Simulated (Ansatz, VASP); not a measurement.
Hf2AlN3 in VASP and in Ansatz

```
CELL_PARAMETERS angstrom
3.11160 0.00000 0.00000
-1.55580 2.69472 0.00000
0.00000 0.00000 7.71957
ATOMIC_POSITIONS crystal
Hf 0.33333 0.66667 0.66666
Hf 0.66667 0.33333 0.33334
Al 0.00000 0.00000 0.00000
N 0.66667 0.33333 0.85468
N 0.00000 0.00000 0.50000
N 0.33333 0.66667 0.14532
```

Alike in both runs: functional PBE; k mesh 6 × 6 × 2; occupations gaussian, width 0.1 eV; no spin polarisation.

Ansatz relaxed the structure, and its values are those at the end. VASP's run is a single point on that final structure, the one shown.

```csv
,VASP,Ansatz
version,VASP 6.6.1,Ansatz 0.2.0
potentials or method,"VASP PAW PBE potentials, release 64 (Hf_pv, Al, N), cutoff 600 eV","scalar-relativistic, plane waves, PAW"
valence electrons in the cell,38,70
```

|  | VASP | Ansatz | Ansatz less VASP |
| --- | --- | --- | --- |
| gap on the k mesh at the Fermi level (eV) | none | none | - |
| pressure (GPa) | -1.8 | 0.1 | +1.90 |
| rms of the force components (eV/Å) | 0.035 | 0.005 | -0.0294 |

A gap of «none» marks a metal or a gap that the smearing closes. With one functional, cell and mesh, what is left measures potentials, basis and numerics. VASP's potentials hold 38 valence electrons a cell and Ansatz's 70, so a difference there can come from the potentials and not from the codes.

The k mesh is coarse, so the values compare programs but aren't converged. Spin-orbit coupling is off throughout.
